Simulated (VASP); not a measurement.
Input of a VASP 6.6.1 run:

File INCAR:

```
SYSTEM = SiB5
PREC     = Accurate       ! precision mode
ENCUT    = 500            ! plane-wave cutoff, eV
EDIFF    = 1E-6           ! SCF threshold, eV
ISMEAR   = 0              ! smearing method
SIGMA    = 0.2            ! smearing width, eV
LREAL    = .FALSE.        ! projectors in reciprocal space
LASPH    = .TRUE.         ! aspherical terms in the spheres
NELM     = 120            ! most SCF steps
ALGO     = Normal         ! electronic algorithm
ISIF     = 2              ! what is computed and relaxed
LWAVE    = .FALSE.        ! write WAVECAR
LCHARG   = .FALSE.        ! write CHGCAR
GGA      = PE             ! functional
NBANDS   = 18             ! bands
GGA_COMPAT= .FALSE.
```

Contents of KPOINTS:

```
Automatic mesh
0
G
  5 5 3
  0 0 0
```

File POSCAR:

```
SiB5
1.0
    4.0727272987      0.0000000000      0.0000000000
    0.0000000000      4.0727272987      0.0000000000
    0.0000000000      0.0000000000      3.6407757391
Si B
1 5
Direct
    0.5000000000      0.5000000000      0.5000000000
    0.0000000000      0.0000000000      0.2591159277
    0.0000000000      0.0000000000      0.7408840723
    0.0000000000      0.5000000000      0.5000000000
    0.5000000000      0.0000000000      0.5000000000
    0.5000000000      0.5000000000      0.0000000000
```

Potentials or basis: VASP PAW PBE potentials, release 64 (Si, B).

Launch:

```console
$ cat potpaw_PBE.64/Si/POTCAR potpaw_PBE.64/B/POTCAR > POTCAR
$ mpirun -np 1 vasp_std > vasp.out
```

Question: Predict the pressure.

Answer: 0.0 GPa.

Question: What does it give for the band gap on the k mesh?

Answer: Zero (an odd number of electrons rules out a gap without spin polarisation).

Question: Estimate the largest force.

Answer: 0.004 eV/Å.

Stress tensor (GPa, compression positive):
```
 0.09  0.00  0.00
 0.00  0.09  0.00
 0.00  0.00 -0.08
```

Caveat: the k points lie up to 0.58 Å⁻¹ apart, too coarse for converged energies and pressures of a metal.
